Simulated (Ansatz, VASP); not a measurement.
One calculation of Ta2N, two programs

File INCAR:

```
SYSTEM = Ta2N
PREC = Accurate
ENCUT = 700
EDIFF = 1E-6
ISMEAR = 0
SIGMA = 0.15
LREAL = .FALSE.
LASPH = .TRUE.
NELM = 120
ALGO = Normal
ISIF = 2
LWAVE = .FALSE.
LCHARG = .FALSE.
GGA = CA
NBANDS = 22
GGA_COMPAT = .FALSE.
```

File KPOINTS:

```
Automatic mesh
0
G
  15 15 8
  0 0 0
```

The input POSCAR:

```
Ta2N
1.0
    3.0618406011      0.0000000000      0.0000000000
   -1.5309203006      2.6516317429      0.0000000000
    0.0000000000      0.0000000000      4.6756217847
Ta N
2 1
Direct
    0.6666666667      0.3333333333      0.7466885012
    0.3333333333      0.6666666667      0.2533114988
    0.0000000000      0.0000000000      0.0000000000
```

Input for Ansatz:

```yaml
crystal:
  lattice:
    - [3.0618406011, 0.0, 0.0]
    - [-1.5309203006, 2.6516317429, 0.0]
    - [0.0, 0.0, 4.6756217847]
  atoms:
    - { symbol: Ta, position: [0.6666666667, 0.3333333333, 0.7466885012] }
    - { symbol: Ta, position: [0.3333333333, 0.6666666667, 0.2533114988] }
    - { symbol: "N", position: [0.0, 0.0, 0.0] }
basis:
  ecutwfc: 520.0
kpoints:
  mp_grid: { grid: [15, 15, 8] }
hamiltonian:
  xc: lda
  pseudopotentials: { kind: paw, azcp: { folder: soft_1 } }
scf:
  occupations: { method: gaussian, width: 0.15 }
output:
  forces: true
  stress: true
  eigenvalues: true
```

Change from the starting cell: engineering shear strain xy +0.0000, normal strain along z -0.0233.

Alike in both runs: task single point; functional LDA; k mesh 15 × 15 × 8; occupations gaussian, width 0.15 eV; no spin polarisation.

```csv
,VASP,Ansatz
version,VASP 6.6.1,Ansatz 0.2.0
potentials or method,"VASP PAW LDA potentials, release 64 (Ta_sv_GW, N), cutoff 700 eV","scalar-relativistic, plane waves, PAW"
valence electrons in the cell,31,31
```

VASP gave:

| Item | Value |
| --- | --- |
| gap on the k mesh at the Fermi level (eV) | none |
| pressure (GPa) | 9.0 |
| traceless stress, the component that is largest in VASP (GPa) | 3.75 |
| rms of the force components (eV/Å) | 0.006 |

**Question.** What did Ansatz give for the same quantities?

**Answer.** gap on the k mesh at the Fermi level (eV): none; pressure (GPa): 8.0; traceless stress, the component that is largest in VASP (GPa): 3.89; rms of the force components (eV/Å): 0.014.

Ansatz warns that its potentials were made for another functional, while VASP's fit it. LDA's correlation is that of Perdew and Zunger in VASP and of Perdew and Wang (1992) in Ansatz. Atom by atom the forces differ by 0.020 eV/Å (rms over components). A gap of «none» marks a metal or a gap that the smearing closes.

Spin-orbit coupling is off throughout.
